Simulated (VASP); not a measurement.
# AlN (Fm-3m) in VASP: settings compared, part 2 of 3

VASP 6.6.1. The steps go on from the part before.

## 3. G0W0 quasiparticle levels, PBE

Contents of POSCAR:

```
AlN
1.0
    0.0000000000      2.0188684697      2.0188684697
    2.0188684697      0.0000000000      2.0188684697
    2.0188684697      2.0188684697      0.0000000000
Al N
1 1
Direct
    0.0000000000      0.0000000000      0.0000000000
    0.5000000000      0.5000000000      0.5000000000
```

Contents of INCAR.step1:

```
SYSTEM = AlN
  PREC = Accurate
  ENCUT = 500
  EDIFF = 1E-8
  ISMEAR = 0
  SIGMA = 0.01
  LREAL = .FALSE.
  LASPH = .TRUE.
  NELM = 80
  ALGO = Normal
  LWAVE = .TRUE.
  LCHARG = .FALSE.
  GGA = PE
```

Contents of INCAR.step2:

```
SYSTEM = AlN
  PREC = Accurate
  ENCUT = 500
  EDIFF = 1E-8
  ISMEAR = 0
  SIGMA = 0.01
  LREAL = .FALSE.
  LASPH = .TRUE.
  NELM = 1
  ALGO = Exact
  LWAVE = .TRUE.
  LCHARG = .FALSE.
  GGA = PE
  NBANDS = 65
  LOPTICS = .TRUE.
  ISTART = 1
```

Contents of INCAR.step3:

```
SYSTEM = AlN
  PREC = Accurate
  ENCUT = 500
  EDIFF = 1E-8
  ISMEAR = 0
  SIGMA = 0.01
  LREAL = .FALSE.
  LASPH = .TRUE.
  ALGO = EVGW0
  LWAVE = .FALSE.
  LCHARG = .FALSE.
  GGA = PE
  NELMGW = 1
  NBANDS = 65
  ENCUTGW = 140.0
  NOMEGA = 96
  PRECFOCK = Fast
  ISTART = 1
  NBANDSGW = 12
  OMEGAMAX = 20
```

Contents of KPOINTS:

```
regular mesh
0
G
  6 6 6
  0 0 0
```

Potentials or basis: VASP PAW PBE potentials, release 64 (Al_GW, N_GW).

On the command line:

```bash
cat potpaw_PBE.64/Al_GW/POTCAR potpaw_PBE.64/N_GW/POTCAR > POTCAR
cp INCAR.step1 INCAR
mpirun -np 1 vasp_std > vasp.out
cp INCAR.step2 INCAR
mpirun -np 1 vasp_std > vasp.out
cp INCAR.step3 INCAR
mpirun -np 1 vasp_std > vasp.out
```

OUTCAR:

```text
SYSTEM = AlN
   PREC = Accurate
   ENCUT = 500
   EDIFF = 1E-8
   ISMEAR = 0
   LREAL = .FALSE.
   LASPH = .TRUE.
   GGA = PE
   NELMGW = 1
   ENCUTGW = 140.0
   PRECFOCK = Fast
   ISTART = 1

 ion  position               nearest neighbor table
   1  0.000  0.000  0.000-   2 2.02   2 2.02   2 2.02   2 2.02   2 2.02   2 2.02
   2  0.500  0.500  0.500-   1 2.02   1 2.02   1 2.02   1 2.02   1 2.02   1 2.02

  LATTYP: Found a face centered cubic cell.
 ALAT       =     4.0377369394

  Lattice vectors:

 A1 = (   0.0000000000,   2.0188684697,   2.0188684697)
 A2 = (   2.0188684697,   0.0000000000,   2.0188684697)
 A3 = (   2.0188684697,   2.0188684697,   0.0000000000)

Analysis of symmetry for initial positions (statically):
=====================================================================
 Subroutine PRICEL returns:
 Original cell was already a primitive cell.

 Routine SETGRP: Setting up the symmetry group for a
 face centered cubic supercell.

 Subroutine GETGRP returns: Found 48 space group operations
 (whereof 48 operations were pure point group operations)
 out of a pool of 48 trial point group operations.

The static configuration has the point symmetry O_h .

Analysis of symmetry for dynamics (positions and initial velocities):
=====================================================================
 Subroutine PRICEL returns:
 Original cell was already a primitive cell.

 Routine SETGRP: Setting up the symmetry group for a
 face centered cubic supercell.

 Subroutine GETGRP returns: Found 48 space group operations
 (whereof 48 operations were pure point group operations)
 out of a pool of 48 trial point group operations.

The dynamic configuration has the point symmetry O_h .

 Subroutine INISYM returns: Found 48 space group operations
 (whereof 48 operations are pure point group operations),
 and found     1 'primitive' translations

----------------------------------------------------------------------------------------

                                     Primitive cell

  volume of cell :      16.4571

  direct lattice vectors                    reciprocal lattice vectors
     0.000000000  2.018868470  2.018868470    -0.247663485  0.247663485  0.247663485
     2.018868470  0.000000000  2.018868470     0.247663485 -0.247663485  0.247663485
     2.018868470  2.018868470  0.000000000     0.247663485  0.247663485 -0.247663485

  length of vectors
     2.855111170  2.855111170  2.855111170     0.428965738  0.428965738  0.428965738

  position of ions in fractional coordinates (direct lattice)
     0.000000000  0.000000000  0.000000000
     0.500000000  0.500000000  0.500000000

  ion indices of the primitive-cell ions
   primitive index   ion index
                 1           1
                 2           2

[... 19 lines left out ...]
     0.000000000  0.000000000  0.000000000

 Subroutine IBZKPT returns following result:
 ===========================================

 Found     16 irreducible k-points:

 Following reciprocal coordinates:
            Coordinates               Weight
  0.000000  0.000000  0.000000      1.000000
  0.166667  0.000000  0.000000      8.000000
  0.333333  0.000000  0.000000      8.000000
  0.500000  0.000000  0.000000      4.000000
  0.166667  0.166667  0.000000      6.000000
  0.333333  0.166667  0.000000     24.000000
[... 8 lines left out ...]
 -0.333333  0.333333  0.166667     24.000000
 -0.333333  0.500000  0.166667     12.000000
   k-points           NKPTS =     16   k-points in BZ     NKDIM =    216   number of bands    NBANDS=     65
   number of dos      NEDOS =    301   number of ions     NIONS =      2
   total plane-waves  NPLWV =  13824
   dimension x,y,z NGX =    24 NGY =   24 NGZ =   24
   dimension x,y,z NGXF=    48 NGYF=   48 NGZF=   48
   ions per type =               1   1
   NGX,Y,Z   is equivalent  to a cutoff of  13.97, 13.97, 13.97 a.u.
   NGXF,Y,Z  is equivalent  to a cutoff of  27.95, 27.95, 27.95 a.u.
 SYSTEM =  AlN
   PREC   = accura    normal or accurate (medium, high low for compatibility)
   ISTART =      1    job   : 0-new  1-cont  2-samecut
   ICHARG =      0    charge: 1-file 2-atom 10-const
   ISPIN  =      1    spin polarized calculation?
   LNONCOLLINEAR =      F non collinear calculations
   LSORBIT =      F    spin-orbit coupling
   LASPH  =      T    aspherical Exc in radial PAW
   ENCUT  =  500.0 eV  36.75 Ry    6.06 a.u.   5.21  5.21  5.21*2*pi/ulx,y,z
   NELM   =     60;   NELMIN=  2; NELMDL=  0     # of ELM steps
   EDIFF  = 0.1E-07   stopping-criterion for ELM
   LREAL  =      F    real-space projection
   EDIFFG = 0.1E-06   stopping-criterion for IOM
   NSW    =      0    number of steps for IOM
   IBRION =     -1    ionic relax: 0-MD 1-quasi-New 2-CG
   NFREE  =      0    steps in history (QN), initial steepest desc. (CG)
   ISIF   =      0    stress and relaxation
   ISYM   =      3    0-nonsym 1-usesym 2-fastsym
   POTIM  = 0.5000    time-step for ionic-motion
   TEBEG  =    0.0;   TEEND  =   0.0 temperature during run
   PSTRESS=    0.0 pullay stress
   NELECT =       8.0000    total number of electrons
   NUPDOWN=      -1.0000    fix difference up-down
   EMIN   =  10.00;   EMAX   =-10.00  energy-range for DOS
   EFERMI =   0.00;   METHOD = LEGACY
   ISMEAR =     0;   SIGMA  =   0.01  broadening in eV -4-tet -1-fermi 0-gaus
   EFERMI_NEDOS =   21; number of points for ismear=-14 and -15
   IALGO  =     38    algorithm
   IMIX   =      4    mixing-type and parameters
     AMIX     =   0.40;   BMIX     =  1.00
     AMIX_MAG =   1.60;   BMIX_MAG =  1.00
  volume/ion in A,a.u.               =       8.23        55.53
  Fermi-wavevector in a.u.,A,eV,Ry     =   1.287222  2.432497 22.544045  1.656941
  Thomas-Fermi vector in A             =   2.419249
   LORBIT       =      0    0 simple, 1 ext, 2 COOP (PROOUT), +10 PAW based schemes
   GGA     = PE    functional components
   LHFCALC =     T    Hartree Fock is set to
   PRECFOCK=fast      Normal, Fast or Accurate (Low or Medium for compatibility)
   ENCUT4O =  -1.0   cutoff for four orbital integrals eV
   NKREDX  =     1    reduce k-point grid by
   NKREDY  =     1    reduce k-point grid by
   NKREDZ  =     1    reduce k-point grid by
   AEXX    =    1.0000 exact exchange contribution
   HFSCREEN=    0.0000 screening length (either q_TF or 0.3 A-1)
   HFSCREENC=   0.0000 screening length for correlation (either q_TF or 0.3 A-1)
   ENCUTFOCK=  -1.0 apply spherical cutoff to Coloumb kernel
   IVDW    =     0    specifies the selected vdW correction
   LEPSILON=     F    determine dielectric tensor
   LRPA    =     F    only Hartree local field effects (RPA)
   LRPAFORCE           =     F    calculate RPA forces
   ENCUTGW             = 140.0    cutoff for response function in eV
   ENCUTGWSOFT         = 112.0    soft cutoff for Coulomb kernel in GW response function in eV
   ENCUTLF             =  -1.0    cutoff for local field effects
   NELMGW              =     1    number of iterations in solving QP/BSE equation
   NELMHF              =     1    number of iterations in the inner HF iteration
   NKREDLFX            =     1    NKREDLFY  =   1   NKREDLFZ  =   1
 non-spin polarized calculation
 Gauss-broadening in eV      SIGMA  =   0.01
  energy-cutoff  :      500.00
  volume of cell :       16.46
 maximum number of plane-waves:       444
 NGX is ok and might be reduce to    24
  NGX = 14; NGY = 14; NGZ = 14
   NGX = 11   NGY = 11   NGZ = 11
 maximum number of plane-waves:        70
 NGX is ok and might be reduce to    14

 QP shifts <psi_nk| G(iteration)W_0 |psi_nk>: iteration 1
 for sc-GW calculations column KS-energies equals QP-energies in previous step
 and V_xc(KS)=  KS-energies - (<T + V_ion + V_H > + <T+V_H+V_ion>^1  + <V_x>^1)

 k-point   1 :       0.0000    0.0000    0.0000
  band No.  KS-energies  QP-energies   sigma(KS)   V_xc(KS)     V^pw_x(r,r')   Z            occupation Imag(sigma)

      1      -8.8691     -10.3885     -16.7817     -14.6658     -24.9251       0.7181       2.0000       1.2962
      2       8.7227       8.0608     -18.2435     -17.4146     -21.1082       0.7985       2.0000       0.0316
      3       8.7227       8.0608     -18.2435     -17.4146     -21.1082       0.7985       2.0000       0.0316
      4       8.7227       8.0608     -18.2435     -17.4146     -21.1082       0.7985       2.0000       0.0316
      5      14.4637      15.5501     -13.3468     -14.6820      -8.9847       0.8136       0.0000      -0.0461
      6      20.8945      21.7651      -9.6801     -10.7377      -4.5459       0.8232       0.0000      -0.0608
      7      20.8945      21.7651      -9.6801     -10.7377      -4.5459       0.8232       0.0000      -0.0608
      8      20.8945      21.7651      -9.6801     -10.7377      -4.5459       0.8232       0.0000      -0.0608
      9      26.0365      26.3177      -9.2395      -9.6091      -2.6711       0.7607       0.0000      -0.2618
     10      26.5236      27.6606     -10.1737     -11.5830      -4.5080       0.8068       0.0000      -0.1596
     11      26.5236      27.6606     -10.1737     -11.5830      -4.5080       0.8068       0.0000      -0.1596
     12      27.6588      28.5966      -9.9809     -11.2191      -2.8880       0.7574       0.0000      -0.3561
[... 228 lines left out ...]
      1      -4.4834      -5.7061     -18.6181     -17.0052     -26.3247       0.7580       2.0000       0.8415
      2       2.0748       0.8381     -15.3352     -13.7031     -19.4923       0.7578       2.0000       0.0762
      3       4.1688       3.0399     -15.8868     -14.4419     -19.4630       0.7814       2.0000       0.0513
      4       5.0491       4.0297     -16.0824     -14.7866     -19.4082       0.7867       2.0000       0.0459
      5      15.7068      16.7890     -11.3669     -12.6825      -6.8899       0.8226       0.0000      -0.0465
      6      17.0451      17.9293     -11.0822     -12.1569      -6.3983       0.8227       0.0000      -0.0507
      7      21.4075      22.7662     -13.3022     -15.0557      -7.4128       0.7749       0.0000      -0.0877
      8      22.4297      23.5869     -11.0556     -12.5371      -5.0781       0.7811       0.0000      -0.1071
      9      26.7911      27.9683     -11.7737     -13.3259      -4.6715       0.7584       0.0000      -0.3236
     10      30.3664      31.2586     -10.1689     -11.3111      -3.1182       0.7810       0.0000      -0.5431
     11      33.6183      34.8823     -11.0556     -12.6291      -4.0974       0.8033       0.0000      -0.7429
     12      36.3329      37.7164     -11.6416     -13.3977      -3.9150       0.7878       0.0000      -1.0370
```

Wall time 3.6 min (1 thread of AMD EPYC 7R13 (Zen 3), shared host); peak memory 0.27 GiB.

Results:

- Quasiparticle gap: 6.20 eV
- Least direct quasiparticle gap: 7.49 eV
- Band gap of the starting levels on the mesh: 4.65 eV
- Least direct gap of the starting levels on the mesh: 5.74 eV

Caveat: the k points lie up to 0.45 Å⁻¹ apart; bands, screening cutoff and mesh are small and nothing is extrapolated, so the quasiparticle values aren't converged; the structure was generated, so it needn't be the stable form of AlN.

(Part 2 of 3 ends here.)
